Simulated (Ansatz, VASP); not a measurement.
**Au in VASP and in Ansatz**

```
Au
1.0
     0.00000    1.96368    2.12732
     1.96368    0.00000    2.12732
     1.96368    1.96368    0.00000
Au
1
Direct
  0.00000 0.00000 0.00000
```

Change from the starting cell: strain -0.040 along x and y, +0.040 along z, atoms carried along.

Alike in both runs: task single point; functional PBEsol; k mesh 20 × 20 × 20; occupations gaussian, width 0.15 eV; no spin polarisation.

|  | VASP | Ansatz |
| --- | --- | --- |
| version | VASP 6.6.1 | Ansatz 0.2.0 |
| potentials or method | VASP PAW PBE potentials, release 64 (Au), cutoff 520 eV | scalar-relativistic, plane waves, PAW |
| valence electrons in the cell | 11 | 19 |

Ansatz gave:

```
gap on the k mesh at the Fermi level (eV)                     : none
pressure (GPa)                                                : 7.4
traceless stress, the component that is largest in VASP (GPa) : -2.58
```

Problem. What did VASP give for the same quantities?

Solution. gap on the k mesh at the Fermi level (eV): none; pressure (GPa): 7.1; traceless stress, the component that is largest in VASP (GPa): -2.58.

VASP's potentials were made for PBE, not for PBEsol. A gap of «none» marks a metal or a gap that the smearing closes. The functional is the same, so the differences come from potentials, cutoffs and numerics. VASP's potentials hold 11 valence electrons a cell and Ansatz's 19, so a difference there can come from the potentials and not from the codes.

Spin-orbit coupling is off throughout.
